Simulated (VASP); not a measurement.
Here is a VASP 6.6.1 calculation.

The input POSCAR:

```
In3Sb
1.0
    4.8369620000      0.0000000000      0.0000000000
    0.0000000000      4.8369620000      0.0000000000
    0.0000000000      0.0000000000      4.8369620000
In Sb
3 1
Direct
    0.5000000000      0.5000000000      0.0000000000
    0.5000000000      0.0000000000      0.5000000000
    0.0000000000      0.5000000000      0.5000000000
    0.0000000000      0.0000000000      0.0000000000
```

The input INCAR.step1:

```
  ALGO = Normal
  EDIFF = 1E-4
  ENCUT = 600
  GGA = PE
  ISMEAR = 0
  LASPH = True
  LCHARG = False
  LREAL = False
  LWAVE = True
  NELM = 100
  PREC = Accurate
  SIGMA = 0.1
```

The input INCAR.step2:

```
  ALGO = Normal
  EDIFF = 1E-6
  EDIFFG = -0.005
  ENCUT = 600
  IBRION = 2
  ISIF = 3
  ISMEAR = 0
  ISTART = 1
  LASPH = True
  LCHARG = False
  LMIXTAU = True
  LREAL = False
  LWAVE = False
  METAGGA = R2SCAN
  NELM = 100
  NSW = 100
  PREC = Accurate
  SIGMA = 0.1
```

File KPOINTS:

```
k-points
0
Gamma
  10 10 10
```

Potentials or basis: VASP PAW PBE potentials, release 64 (In_d, Sb).

Launch:

```sh
$ cat potpaw_PBE.64/In_d/POTCAR potpaw_PBE.64/Sb/POTCAR > POTCAR
$ cp INCAR.step1 INCAR
$ mpirun -np 1 vasp_std > vasp.out
$ cp INCAR.step2 INCAR
$ mpirun -np 1 vasp_std > vasp.out
```

(1) What does it give for the relaxed volume?

(2) What does it give for the band gap on the k mesh?

(3) What does it give for the relaxed cell?

## Answers

(1) 27.44 Å³/atom.

(2) zero (bands 22 and 23 overlap by 3.89 eV).

(3) a = 4.788 Å, b = 4.788 Å, c = 4.788 Å, α = 90.00°, β = 90.00°, γ = 90.00°.

Caveat: the PAW data sets were made with another functional, which shifts forces and pressure a little; spin-orbit coupling is left out, which moves the levels of the heavy elements.
